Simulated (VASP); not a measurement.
# Cr (Im-3m) in VASP: notebook

Runs on Cr. Level: PBE. Tasks: single point, relaxation of cell and atoms.

Everything below comes from runs of VASP 6.6.1. Logs are shortened: lines on timing, memory, paths and dates and some standing lists are left out, and cuts for length are marked.

## (1) The cell of the first run

It takes space group Im-3m (No. 229, cubic). The conventional cell has a = 2.849 Å, b = 2.849 Å, c = 2.849 Å, α = 90.00°, β = 90.00°, γ = 90.00°. Within 3.3 Å of Cr (site symmetry m-3m) lie 14 Cr at 2.47 to 2.85 Å.

## (2) Single point, PBE, collinear spin, ferromagnetic start

INCAR reads:

```
ALGO = Normal
EDIFF = 1E-7
ENCUT = 520
GGA = PE
ISIF = 2
ISMEAR = 1
ISPIN = 2
LASPH = T
LCHARG = T
LELF = T
LMAXMIX = 4
LORBIT = 11
LREAL = F
LVHAR = T
LWAVE = F
MAGMOM = 3
NBANDS = 16
NELM = 150
PREC = Accurate
SIGMA = 0.1
```

KPOINTS reads:

```
k-points
0
Gamma
  11 11 11
```

POSCAR reads:

```
Cr
1.0
   -1.4244721239      1.4244721239      1.4244721239
    1.4244721239     -1.4244721239      1.4244721239
    1.4244721239      1.4244721239     -1.4244721239
Cr
1
Direct
    0.0000000000      0.0000000000      0.0000000000
```

Potentials or basis: VASP PAW PBE potentials, release 64 (Cr_pv).

Command:

```console
> cat potpaw_PBE.64/Cr_pv/POTCAR > POTCAR
> mpirun -np 1 vasp_std > vasp.out
```

OUTCAR:

```text
EDIFF = 1E-7
   ENCUT = 520
   GGA = PE
   ISIF = 2
   ISMEAR = 1
   ISPIN = 2
   LASPH = T
   LORBIT = 11
   LREAL = F
   NELM = 150
   PREC = Accurate

 ion  position               nearest neighbor table
   1  0.000  0.000  0.000-

  LATTYP: Found a body centered cubic cell.
 ALAT       =     2.8489442478

  Lattice vectors:

 A1 = (  -1.4244721239,   1.4244721239,   1.4244721239)
 A2 = (   1.4244721239,  -1.4244721239,   1.4244721239)
 A3 = (   1.4244721239,   1.4244721239,  -1.4244721239)

Analysis of symmetry for initial positions (statically):
=====================================================================
 Subroutine PRICEL returns:
 Original cell was already a primitive cell.

 Routine SETGRP: Setting up the symmetry group for a
 body centered cubic supercell.

 Subroutine GETGRP returns: Found 48 space group operations
 (whereof 48 operations were pure point group operations)
 out of a pool of 48 trial point group operations.

The static configuration has the point symmetry O_h .

Analysis of symmetry for dynamics (positions and initial velocities):
=====================================================================
 Subroutine PRICEL returns:
 Original cell was already a primitive cell.

 Routine SETGRP: Setting up the symmetry group for a
 body centered cubic supercell.

 Subroutine GETGRP returns: Found 48 space group operations
 (whereof 48 operations were pure point group operations)
 out of a pool of 48 trial point group operations.

The dynamic configuration has the point symmetry O_h .

Analysis of structural, dynamic, and magnetic symmetry:
=====================================================================
 Subroutine PRICEL returns:
 Original cell was already a primitive cell.

 Routine SETGRP: Setting up the symmetry group for a
 body centered cubic supercell.

 Subroutine GETGRP returns: Found 48 space group operations
 (whereof 48 operations were pure point group operations)
 out of a pool of 48 trial point group operations.

The overall configuration has the point symmetry O_h .

 Subroutine INISYM returns: Found 48 space group operations
 (whereof 48 operations are pure point group operations),
 and found     1 'primitive' translations

----------------------------------------------------------------------------------------

                                     Primitive cell

  volume of cell :      11.5617

  direct lattice vectors                    reciprocal lattice vectors
    -1.424472124  1.424472124  1.424472124     0.000000000  0.351007220  0.351007220
     1.424472124 -1.424472124  1.424472124     0.351007220  0.000000000  0.351007220
     1.424472124  1.424472124 -1.424472124     0.351007220  0.351007220  0.000000000

  length of vectors
     2.467258093  2.467258093  2.467258093     0.496399171  0.496399171  0.496399171

  position of ions in fractional coordinates (direct lattice)
     0.000000000  0.000000000  0.000000000

  ion indices of the primitive-cell ions
   primitive index   ion index
                 1           1

----------------------------------------------------------------------------------------

 KPOINTS: k-points

Automatic generation of k-mesh.
 Grid dimensions read from file:
 generate k-points for:   11   11   11

 Generating k-lattice:

  Cartesian coordinates                     Fractional coordinates (reciprocal lattice)
     0.000000000  0.031909747  0.031909747     0.090909091  0.000000000  0.000000000
     0.031909747  0.000000000  0.031909747     0.000000000  0.090909091  0.000000000
     0.031909747  0.031909747  0.000000000     0.000000000  0.000000000  0.090909091

  Length of vectors
     0.045127197  0.045127197  0.045127197

  Shift w.r.t. Gamma in fractional coordinates (k-lattice)
     0.000000000  0.000000000  0.000000000

 Subroutine IBZKPT returns following result:
 ===========================================

 Found     56 irreducible k-points:

 Following reciprocal coordinates:
            Coordinates               Weight
  0.000000  0.000000  0.000000      1.000000
  0.090909  0.000000  0.000000     12.000000
  0.181818  0.000000  0.000000     12.000000
  0.272727  0.000000  0.000000     12.000000
  0.363636  0.000000  0.000000     12.000000
  0.454545  0.000000  0.000000     12.000000
[... 16 lines left out ...]
  0.272727  0.181818  0.090909     48.000000
  0.363636  0.181818  0.090909     24.000000
 [... further k-points ...]
   k-points           NKPTS =     56   k-points in BZ     NKDIM =     56   number of bands    NBANDS=     16
   number of dos      NEDOS =    301   number of ions     NIONS =      1
   total plane-waves  NPLWV =   5832
   dimension x,y,z NGX =    18 NGY =   18 NGZ =   18
   dimension x,y,z NGXF=    36 NGYF=   36 NGZF=   36
   ions per type =               1
   NGX,Y,Z   is equivalent  to a cutoff of  12.13, 12.13, 12.13 a.u.
   NGXF,Y,Z  is equivalent  to a cutoff of  24.26, 24.26, 24.26 a.u.
 SYSTEM =  unknown system
   PREC   = accura    normal or accurate (medium, high low for compatibility)
   ISTART =      0    job   : 0-new  1-cont  2-samecut
   ICHARG =      2    charge: 1-file 2-atom 10-const
   ISPIN  =      2    spin polarized calculation?
   LNONCOLLINEAR =      F non collinear calculations
   LSORBIT =      F    spin-orbit coupling
   LASPH  =      T    aspherical Exc in radial PAW
   ENCUT  =  520.0 eV  38.22 Ry    6.18 a.u.   4.59  4.59  4.59*2*pi/ulx,y,z
   NELM   =    150;   NELMIN=  2; NELMDL= -5     # of ELM steps
   EDIFF  = 0.1E-06   stopping-criterion for ELM
   LREAL  =      F    real-space projection
   EDIFFG = 0.1E-05   stopping-criterion for IOM
   NSW    =      0    number of steps for IOM
   IBRION =     -1    ionic relax: 0-MD 1-quasi-New 2-CG
   NFREE  =      0    steps in history (QN), initial steepest desc. (CG)
   ISIF   =      2    stress and relaxation
   ISYM   =      2    0-nonsym 1-usesym 2-fastsym
   POTIM  = 0.5000    time-step for ionic-motion
   TEBEG  =    0.0;   TEEND  =   0.0 temperature during run
   PSTRESS=    0.0 pullay stress
   NELECT =      12.0000    total number of electrons
   NUPDOWN=      -1.0000    fix difference up-down
   EMIN   =  10.00;   EMAX   =-10.00  energy-range for DOS
   EFERMI =   0.00;   METHOD = LEGACY
   ISMEAR =     1;   SIGMA  =   0.10  broadening in eV -4-tet -1-fermi 0-gaus
   EFERMI_NEDOS =   21; number of points for ismear=-14 and -15
   IALGO  =     38    algorithm
   IMIX   =      4    mixing-type and parameters
     AMIX     =   0.40;   BMIX     =  1.00
     AMIX_MAG =   1.60;   BMIX_MAG =  1.00
  volume/ion in A,a.u.               =      11.56        78.02
  Fermi-wavevector in a.u.,A,eV,Ry     =   1.657530  3.132277 37.380706  2.747404
  Thomas-Fermi vector in A             =   2.745267
   LORBIT       =     11    0 simple, 1 ext, 2 COOP (PROOUT), +10 PAW based schemes
   GGA     = PE    functional components
   LHFCALC =     F    Hartree Fock is set to
   AEXX    =    0.0000 exact exchange contribution
   IVDW    =     0    specifies the selected vdW correction
   LEPSILON=     F    determine dielectric tensor
   LRPA    =     F    only Hartree local field effects (RPA)
 spin polarized calculation
 Methfessel and Paxton  Order N= 1 SIGMA  =   0.10
  energy-cutoff  :      520.00
  volume of cell :       11.56
 maximum number of plane-waves:       323
   NGX =  9   NGY =  9   NGZ =  9

 number of electron      11.9999993 magnetization      -0.0038536

 number of electron      11.9999993 magnetization       0.0010631

 Free energy of the ion-electron system (eV)
  ---------------------------------------------------
  ext. energy  EPLUGINS =         0.00000000
  ---------------------------------------------------
  free energy    TOTEN  =        -9.50365224 eV

  energy without entropy =       -9.50237028  energy(sigma->0) =       -9.50322492

 E-fermi :  10.9448     XC(G=0): -13.6675

 val. band max:       10.9332843915   @ k =  -0.4545  -0.4545   0.2727
 cond. band min:      10.9612807859   @ k =  -0.1818   0.1818   0.1818
 fundamental gap:      0.0279963944
 Fermi energy:        10.9447703573

 spin component 1

 k-point     1 :       0.0000    0.0000    0.0000
  band No.  band energies     occupation
      1     -31.7620      1.00000
      2     -31.7620      1.00000
      3     -31.7620      1.00000
      4       3.1056      1.00000
      5      10.0538      1.00000
      6      10.0538      1.00000
[... 8 lines left out ...]
     15      40.7385      0.00000
     16      45.2954      0.00000
[... 419 lines left out ...]
 k-point    24 :       0.3636    0.1818    0.0909
  band No.  band energies     occupation
      1     -32.5094      1.00000
      2     -32.1681      1.00000
      3     -31.9071      1.00000
      4       7.6726      1.00000
      5       8.4255      1.00000
      6       9.7765      1.00000
[... 8 lines left out ...]
     15      43.1291      0.00000
     16      46.0482      0.00000

 [... further k-points ...]

 spin component 2

 k-point     1 :       0.0000    0.0000    0.0000
  band No.  band energies     occupation
      1     -31.7610      1.00000
      2     -31.7610      1.00000
      3     -31.7610      1.00000
      4       3.1059      1.00000
      5      10.0550      1.00000
      6      10.0550      1.00000
[... 8 lines left out ...]
     15      40.7385      0.00000
     16      45.2962      0.00000
[... 419 lines left out ...]
 k-point    24 :       0.3636    0.1818    0.0909
  band No.  band energies     occupation
      1     -32.5084      1.00000
      2     -32.1671      1.00000
      3     -31.9061      1.00000
      4       7.6734      1.00000
      5       8.4265      1.00000
      6       9.7772      1.00000
[... 8 lines left out ...]
     15      43.1295      0.00000
     16      46.0487      0.00000

 [... further k-points ...]

------------------------ aborting loop because EDIFF is reached ----------------------------------------

  FORCE on cell =-STRESS in cart. coord.  units (eV):
  Direction    XX          YY          ZZ          XY          YZ          ZX
  --------------------------------------------------------------------------------------
  -------------------------------------------------------------------------------------
  Total       -0.0354202     -0.0354202     -0.0354202     -0.0000000     -0.0000000     -0.0000000
  in kB       -4.9083930     -4.9083930     -4.9083930     -0.0000000     -0.0000000     -0.0000000
  external PRESSURE =      -4.9083930 kB  Pullay stress =       0.0000000 kB

 VOLUME and BASIS-vectors are now :
 -----------------------------------------------------------------------------
  energy-cutoff  :      520.00
  volume of cell :       11.56
      direct lattice vectors                 reciprocal lattice vectors
    -1.424472124  1.424472124  1.424472124     0.000000000  0.351007220  0.351007220
     1.424472124 -1.424472124  1.424472124     0.351007220  0.000000000  0.351007220
     1.424472124  1.424472124 -1.424472124     0.351007220  0.351007220  0.000000000

 POSITION                                       TOTAL-FORCE (eV/Angst)
 -----------------------------------------------------------------------------------
      0.00000      0.00000      0.00000         0.000000      0.000000     -0.000000
 -----------------------------------------------------------------------------------
    total drift:                                0.000000      0.000000      0.000000

  FREE ENERGIE OF THE ION-ELECTRON SYSTEM (eV)
  ---------------------------------------------------
  free  energy   TOTEN  =        -9.5036522388 eV

  energy  without entropy=       -9.5023702776  energy(sigma->0) =       -9.50322492

 total charge

# of ion       s       p       d       tot
------------------------------------------
    1        0.440   6.405   4.212  11.057

 magnetization (x)

# of ion       s       p       d       tot
------------------------------------------
    1        0.000   0.000   0.001   0.001
```

Wall time 32 s (1 thread of Intel Xeon 8259CL, shared host); peak memory 0.13 GiB.

What came out:

- Free energy: -9.5037 eV
- Pressure: -0.5 GPa
- Band gap on the k mesh: zero (filled and empty bands overlap)
- Net moment: 0.00 μB per cell
- Valence electrons inside the program's atomic spheres: Cr 11.06

Levels at points of the mesh, in eV from the Fermi level:
Spin up:
```csv
k point,band 3,band 4,band 5,band 6,band 7,band 8,band 9,band 10
"(0.00, 0.00, 0.00)",-42.71,-7.84,-0.89,-0.89,-0.89,1.16,1.16,7.13
```
Spin down:
```csv
k point,band 3,band 4,band 5,band 6,band 7,band 8,band 9,band 10
"(0.00, 0.00, 0.00)",-42.71,-7.84,-0.89,-0.89,-0.89,1.16,1.16,7.13
```

Caveat: an empty level that is flat over the whole mesh can mark a ghost state of the potentials, or a narrow d or f band.

## (3) Relaxation of cell and atoms, PBE, collinear spin, ferromagnetic start

This run uses another cell than the first one, of 11.99 Å³/atom.

INCAR reads:

```
SYSTEM = Cr
PREC = Accurate
ENCUT = 600
EDIFF = 1E-6
ISMEAR = 1
SIGMA = 0.1
LREAL = .FALSE.
LASPH = .TRUE.
NELM = 150
ALGO = Normal
ISIF = 3
LWAVE = .FALSE.
LCHARG = .FALSE.
ISPIN = 2
MAGMOM = 3
LORBIT = 11
LMAXMIX = 4
GGA = PE
IBRION = 2
NSW = 80
EDIFFG = -0.01
```

KPOINTS reads:

```
Automatic mesh
0
G
  11 11 11
  0 0 0
```

POSCAR reads:

```
Cr
1.0
   -1.4419500000      1.4419500000      1.4419500000
    1.4419500000     -1.4419500000      1.4419500000
    1.4419500000      1.4419500000     -1.4419500000
Cr
1
Direct
    0.0000000000      0.0000000000      0.0000000000
```

Potentials or basis: VASP PAW PBE potentials, release 64 (Cr_pv).

Command:

```console
> cat potpaw_PBE.64/Cr_pv/POTCAR > POTCAR
> mpirun -np 1 vasp_std > vasp.out
```

Wall time 59 s (1 thread of Intel Xeon 8259CL, shared host); peak memory 0.15 GiB.

It converged, with:

- Free energy: -9.5038 eV
- Relaxed volume: 11.53 Å³/atom
- Relaxed cell: a = 2.465 Å, b = 2.465 Å, c = 2.465 Å, α = 109.47°, β = 109.47°, γ = 109.47°
- Space group after relaxing (to 0.1 Å): Im-3m (No. 229)
- Energy gained by relaxing: 13.6 meV/atom
- Ionic steps: 4
- Pressure after relaxing: 0.1 GPa
- Band gap on the k mesh: zero (filled and empty bands overlap)
- Net moment: 0.00 μB per cell
- Valence electrons inside the program's atomic spheres: Cr 11.06

The path:
```csv
step,energy change (eV),largest force (eV/Å),pressure (GPa),volume (Å³)
1,0.0000,0.0000,-9.30,11.99
2,0.0264,0.0000,19.05,10.82
3,-0.0136,0.0000,-0.27,11.55
4,-0.0136,0.0000,0.06,11.53
```

Final structure:
```
Cr
1.0
    -1.42335    1.42335    1.42335
     1.42335   -1.42335    1.42335
     1.42335    1.42335   -1.42335
Cr
1
Direct
  0.00000 0.00000 0.00000
```

Levels at points of the mesh, in eV from the Fermi level:
Spin up:
| k point | band 3 | band 4 | band 5 | band 6 | band 7 | band 8 | band 9 | band 10 |
| --- | --- | --- | --- | --- | --- | --- | --- | --- |
| (0.00, 0.00, 0.00) | -42.70 | -7.85 | -0.89 | -0.89 | -0.89 | 1.16 | 1.16 | 7.13 |
Spin down:
```csv
k point,band 2,band 3,band 4,band 5,band 6,band 7,band 8,band 9,band 10,band 11
"(0.00, 0.00, 0.00)",-42.70,-42.70,-7.85,-0.89,-0.89,-0.89,1.16,1.16,7.13,22.33
```

Caveat: an empty level that is flat over the whole mesh can mark a ghost state of the potentials, or a narrow d or f band.
